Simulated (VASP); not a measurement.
Wanted: the native input for a VASP 6.6.1 run.

```
Task                   : single point
Functional             : LDA
Potentials or basis    : VASP PAW LDA potentials, release 64 (Pb_d, S)
Cutoff                 : 520 eV
k mesh                 : 10 × 10 × 10
Occupations            : gaussian, width 0.02 eV
Spin                   : no spin polarisation
Dipole correction      : no
Further INCAR settings : ALGO = Normal; EDIFF = 1e-06; NBANDS = 17
```

The structure of PbS lies in POSCAR:

```
PbS
1.0
    0.0000000000      2.9230604782      2.9230604782
    2.9230604782      0.0000000000      2.9230604782
    2.9230604782      2.9230604782      0.0000000000
Pb S
1 1
Direct
    0.0000000000      0.0000000000      0.0000000000
    0.5000000000      0.5000000000      0.5000000000
```

One way to write it, as run:

INCAR

```
PREC = Accurate
ENCUT = 520
EDIFF = 1E-6
ISMEAR = 0
SIGMA = 0.02
LREAL = F
LASPH = T
NELM = 100
ALGO = Normal
ISIF = 2
LWAVE = F
LCHARG = F
GGA = CA
NBANDS = 17
```

KPOINTS

```
Automatic mesh
0
Gamma
  10 10 10
```

Potentials or basis: VASP PAW LDA potentials, release 64 (Pb_d, S).

The run is started by

```bash
$ cat potpaw_LDA.64/Pb_d/POTCAR potpaw_LDA.64/S/POTCAR > POTCAR
$ mpirun -np 1 vasp_std > vasp.out
```

Results of the run:

```json
{
 "Pressure": "0.0 GPa",
 "Band gap on the k mesh": "0.04 eV, direct"
}
```

Caveat: spin-orbit coupling is left out, which moves the levels of the heavy elements.

It took 25 s on 1 thread of Intel(R) Xeon(R) Platinum 8259CL CPU @ 2.50GHz (Skylake/Cascade Lake), with other jobs on the host, peak memory 0.17 GiB.
